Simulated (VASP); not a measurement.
# CdSe (P6_3mc) in VASP: notebook, part 2 of 2

VASP 6.6.1. Earlier steps stand in the parts before.

### Step 4. Single point, PBE (strain -0.025 along x and y, +0.050 along z)

INCAR

```
ALGO = Normal
EDIFF = 1E-7
ENCUT = 520
GGA = PE
ISIF = 2
ISMEAR = 0
LASPH = T
LCHARG = F
LREAL = F
LWAVE = F
NBANDS = 26
NELM = 100
PREC = Accurate
SIGMA = 0.05
```

KPOINTS

```
k-points
0
Gamma
  6 6 4
```

POSCAR

```
CdSe
1.0
    4.1910374164      0.0000000000      0.0000000000
   -2.0955187082      3.6295448708      0.0000000000
    0.0000000000      0.0000000000      7.3659600000
Cd Se
2 2
Direct
    0.6666666667      0.3333333333      0.0000000000
    0.3333333333      0.6666666667      0.5000000000
    0.6666666667      0.3333333333      0.3750000000
    0.3333333333      0.6666666667      0.8750000000
```

Potentials or basis: VASP PAW PBE potentials, release 64 (Cd, Se).

Launch:

```sh
$ cat potpaw_PBE.64/Cd/POTCAR potpaw_PBE.64/Se/POTCAR > POTCAR
$ mpirun -np 1 vasp_std > vasp.out
```

OUTCAR:

```text
EDIFF = 1E-7
   ENCUT = 520
   GGA = PE
   ISIF = 2
   ISMEAR = 0
   LASPH = T
   LREAL = F
   NELM = 100
   PREC = Accurate

 ion  position               nearest neighbor table
   1  0.667  0.333  0.000-   4 2.59   4 2.59   4 2.59   3 2.76
   2  0.333  0.667  0.500-   3 2.59   3 2.59   3 2.59   4 2.76
   3  0.667  0.333  0.375-   2 2.59   2 2.59   2 2.59   1 2.76
   4  0.333  0.667  0.875-   1 2.59   1 2.59   1 2.59   2 2.76

  LATTYP: Found a hexagonal cell.
 ALAT       =     4.1910374164
 C/A-ratio  =     1.7575505223

  Lattice vectors:

 A1 = (   4.1910374164,   0.0000000000,   0.0000000000)
 A2 = (  -2.0955187082,   3.6295448708,   0.0000000000)
 A3 = (   0.0000000000,   0.0000000000,   7.3659600000)

Analysis of symmetry for initial positions (statically):
=====================================================================
 Subroutine PRICEL returns:
 Original cell was already a primitive cell.

 Routine SETGRP: Setting up the symmetry group for a
 hexagonal supercell.

 Subroutine GETGRP returns: Found 12 space group operations
 (whereof  6 operations were pure point group operations)
 out of a pool of 24 trial point group operations.

The static configuration has the point symmetry C_3v.
 The point group associated with its full space group is C_6v.

Analysis of symmetry for dynamics (positions and initial velocities):
=====================================================================
 Subroutine PRICEL returns:
 Original cell was already a primitive cell.

 Routine SETGRP: Setting up the symmetry group for a
 hexagonal supercell.

 Subroutine GETGRP returns: Found 12 space group operations
 (whereof  6 operations were pure point group operations)
[... 117 lines left out ...]
   EFERMI =   0.00;   METHOD = LEGACY
   ISMEAR =     0;   SIGMA  =   0.05  broadening in eV -4-tet -1-fermi 0-gaus
   EFERMI_NEDOS =   21; number of points for ismear=-14 and -15
   IALGO  =     38    algorithm
   IMIX   =      4    mixing-type and parameters
     AMIX     =   0.40;   BMIX     =  1.00
     AMIX_MAG =   1.60;   BMIX_MAG =  1.00
  volume/ion in A,a.u.               =      28.01       189.03
  Fermi-wavevector in a.u.,A,eV,Ry     =   1.121264  2.118882 17.105701  1.257234
  Thomas-Fermi vector in A             =   2.257917
   LORBIT       =      0    0 simple, 1 ext, 2 COOP (PROOUT), +10 PAW based schemes
   GGA     = PE    functional components
   LHFCALC =     F    Hartree Fock is set to
   AEXX    =    0.0000 exact exchange contribution
   IVDW    =     0    specifies the selected vdW correction
   LEPSILON=     F    determine dielectric tensor
   LRPA    =     F    only Hartree local field effects (RPA)
 non-spin polarized calculation
 Gauss-broadening in eV      SIGMA  =   0.05
  energy-cutoff  :      520.00
  volume of cell :      112.05
 maximum number of plane-waves:      3045
 NGX is ok and might be reduce to    32
   NGX = 15   NGY = 15   NGZ = 27

 number of electron      36.0000015 magnetization

 Free energy of the ion-electron system (eV)
  ---------------------------------------------------
  ext. energy  EPLUGINS =         0.00000000
  ---------------------------------------------------
  free energy    TOTEN  =       -10.80249463 eV

  energy without entropy =      -10.80249463  energy(sigma->0) =      -10.80249463

 E-fermi :   1.2896     XC(G=0):  -8.8994

 val. band max:        1.0728476381   @ k =   0.0000   0.0000   0.0000
 cond. band min:       1.6483054930   @ k =   0.0000   0.0000   0.0000
 fundamental gap:      0.5754578549
 Fermi energy:         1.2896165720

 k-point     1 :       0.0000    0.0000    0.0000
  band No.  band energies     occupation
      1     -11.6565      2.00000
      2     -11.3397      2.00000
      3      -6.9984      2.00000
      4      -6.9984      2.00000
      5      -6.9469      2.00000
      6      -6.9469      2.00000
[... 598 lines left out ...]
     25       9.9858      0.00000
     26       9.9862      0.00000

------------------------ aborting loop because EDIFF is reached ----------------------------------------

  FORCE on cell =-STRESS in cart. coord.  units (eV):
  Direction    XX          YY          ZZ          XY          YZ          ZX
  --------------------------------------------------------------------------------------
  -------------------------------------------------------------------------------------
  Total        4.2081638      4.2081638     -0.2541934      0.0000000      0.0000000      0.0000000
  in kB       60.1727903     60.1727903     -3.6347273      0.0000000      0.0000000      0.0000000
  external PRESSURE =      38.9036177 kB  Pullay stress =       0.0000000 kB

 VOLUME and BASIS-vectors are now :
 -----------------------------------------------------------------------------
  energy-cutoff  :      520.00
  volume of cell :      112.05
      direct lattice vectors                 reciprocal lattice vectors
     4.191037416  0.000000000  0.000000000     0.238604408  0.137758319  0.000000000
    -2.095518708  3.629544871  0.000000000     0.000000000  0.275516638  0.000000000
     0.000000000  0.000000000  7.365960000     0.000000000  0.000000000  0.135759629

 POSITION                                       TOTAL-FORCE (eV/Angst)
 -----------------------------------------------------------------------------------
      2.09552      1.20985      0.00000         0.000000     -0.000000      0.482485
     -0.00000      2.41970      3.68298        -0.000000      0.000000      0.482485
      2.09552      1.20985      2.76223        -0.000000     -0.000000     -0.482485
     -0.00000      2.41970      6.44522         0.000000      0.000000     -0.482485
 -----------------------------------------------------------------------------------
    total drift:                               -0.000000     -0.000000     -0.000968

  FREE ENERGIE OF THE ION-ELECTRON SYSTEM (eV)
  ---------------------------------------------------
  free  energy   TOTEN  =       -10.8024946337 eV

  energy  without entropy=      -10.8024946337  energy(sigma->0) =      -10.80249463
```

stdout:

```text
POSCAR found type information on POSCAR CdSe
 POSCAR found :  2 types and       4 ions
 scaLAPACK will be used
 LDA part: xc-table for (Slater+PW92), standard interpolation
 POSCAR, INCAR and KPOINTS ok, starting setup
 FFT: planning ... GRIDC
 FFT: planning ... GRID_SOFT
 FFT: planning ... GRID
 WAVECAR not read
 entering main loop
```

Run time: 1.9 min. Hardware: 1 thread of Intel Xeon 8259CL, shared host; peak memory 0.25 GiB.

Results:

```yaml
Free_energy: -10.8025 eV
Pressure: 3.9 GPa
Largest_force: 0.482 eV/Å
Band_gap_on_the_k_mesh: 0.58 eV
```

Forces on the atoms (eV/Å):
```
Cd   0.000  0.000  0.482
Cd   0.000  0.000  0.482
Se   0.000  0.000 -0.482
Se   0.000  0.000 -0.482
```

Levels at points of the mesh, in eV from the valence-band top:
| k point | band 15 | band 16 | band 17 | band 18 | band 19 | band 20 | band 21 | band 22 |
| --- | --- | --- | --- | --- | --- | --- | --- | --- |
| (0.00, 0.00, 0.00) | -0.61 | -0.36 | 0.00 | 0.00 | 0.58 | 2.49 | 5.47 | 6.09 |
| (0.50, 0.00, 0.00) | -2.71 | -1.77 | -1.43 | -0.88 | 2.98 | 3.50 | 4.44 | 5.52 |
| (0.00, 0.00, 0.50) | -0.32 | -0.32 | -0.32 | -0.32 | 2.41 | 2.41 | 5.52 | 5.52 |
| (0.50, 0.00, 0.50) | -1.61 | -1.61 | -1.35 | -1.35 | 2.73 | 2.73 | 4.71 | 4.71 |

Caveat: the cell differs from its parent crystal (strain -0.025 along x and y, +0.050 along z); the stress differs along the axes, from -0 to 6 GPa; semilocal functionals underestimate gaps, and a narrow one can read as zero.

### Step 5. Overview

```csv
cell,gap on the mesh (eV),pressure (GPa),largest force (eV/Å)
"a = 4.298, b = 4.298, c = 6.840 Å, angles 90.0, 90.0, 120.0°, 4 atoms",0.75,5.0,0.28
"a = 4.191, b = 4.191, c = 7.191 Å, angles 90.0, 90.0, 120.0°, 4 atoms",0.65,5.2,0.40
"a = 4.191, b = 4.191, c = 7.366 Å, angles 90.0, 90.0, 120.0°, 4 atoms",0.58,3.9,0.48
```

Alike in all rows: task single point; level PBE; potentials or basis VASP PAW PBE potentials, release 64 (Cd, Se); no spin polarisation; k mesh 6 × 6 × 4; cutoff (eV) 520; smearing gaussian 0.05 eV.

Caveats: semilocal functionals underestimate gaps, and a narrow one can read as zero; the cell stands under pressure (at least some runs); the stress differs along the axes, from -0 to 6 GPa (at least some runs).

Absolute energies hang on the potentials; compare differences alone.
